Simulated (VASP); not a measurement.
Set up this calculation in VASP 6.6.1, as the native input.

| Property | Result |
| --- | --- |
| Task | single point |
| Functional | PBE |
| Potentials or basis | VASP PAW PBE potentials, release 64 (Mo_sv, S) |
| Cutoff | 520 eV |
| k mesh | 14 × 14 × 7 |
| Occupations | gaussian, width 0.1 eV |
| Spin | collinear spin |
| Starting moments | [2.0, -2.0, 0.0, 0.0] μB |
| Dipole correction | no |
| Further INCAR settings | ALGO = Normal; EDIFF = 1e-06; NBANDS = 32 |

The structure of MoS lies in POSCAR:

```
MoS
1.0
    0.0000000000      2.4784774199      2.4784774199
    2.4784774199      0.0000000000      2.4784774199
    4.9569548398      4.9569548398      0.0000000000
Mo S
2 2
Direct
    1.0000000000      0.0000000000      0.0000000000
    1.0000000000      0.0000000000      0.5000000000
    0.5000000000      0.5000000000      0.2500000000
    0.5000000000      0.5000000000      0.7500000000
```

One way to write it, as run:

INCAR

```
PREC = Accurate ; ENCUT = 520
EDIFF = 1E-6 ; ISMEAR = 0
SIGMA = 0.1 ; LREAL = F
LASPH = T ; NELM = 150
ALGO = Normal ; ISIF = 2
LWAVE = F ; LCHARG = T
ISPIN = 2 ; MAGMOM = 2 -2 0 0
LORBIT = 11 ; LMAXMIX = 4
GGA = PE ; LELF = T
LVHAR = T ; NBANDS = 32
```

KPOINTS

```
Automatic mesh
0
Gamma
  14 14 7
```

Potentials or basis: VASP PAW PBE potentials, release 64 (Mo_sv, S).

Launch:

```sh
$ cat potpaw_PBE.64/Mo_sv/POTCAR potpaw_PBE.64/S/POTCAR > POTCAR
$ mpirun -np 1 vasp_std > vasp.out
```

Results of the run:

The pressure is 0.1 GPa and the band gap on the k mesh is zero (filled and empty bands overlap). The net moment is 0.00 μB per cell. The valence electrons inside the program's atomic spheres are Mo 12.40; S 3.71.

Wall time 15 min on 1 thread of AMD EPYC 9R14 (Zen 4), on a shared host, peak memory 0.48 GiB.
